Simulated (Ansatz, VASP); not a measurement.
BeS5: VASP beside Ansatz

```
Be S
1.0
     5.43193    0.00000    0.00000
    -2.71597    4.70419    0.00000
     0.00000    0.00000    5.98583
Be S
1 5
Direct
  0.00000 0.00000 0.50000
  0.33333 0.66667 0.33996
  0.66667 0.33333 0.33996
  0.66667 0.33333 0.66004
  0.33333 0.66667 0.66004
  0.00000 0.00000 0.00000
```

Alike in both runs: task relaxation of cell and atoms; functional PBE; k mesh 6 × 6 × 4; occupations gaussian, width 0.1 eV; no spin polarisation.

|  | VASP | Ansatz |
| --- | --- | --- |
| version | VASP 6.6.1 | Ansatz 0.2.0 |
| potentials or method | VASP PAW PBE potentials, release 64 (Be, S), cutoff 600 eV | scalar-relativistic, plane waves, PAW |
| valence electrons in the cell | 32 | 32 |

```csv
,VASP,Ansatz,Ansatz less VASP
"gap on the k mesh at the Fermi level, each at its own relaxed structure (eV)",none,none,-
relaxed volume (Å³/atom),18.98,19.02,+0.045
relaxed cell length with the largest relative difference (Å),5.386,5.393,+0.0061
```

A gap of «none» marks a metal or a gap that the smearing closes.

Noted on VASP's run: the volume moved by over 15 % at a fixed basis, so the end points are rough.
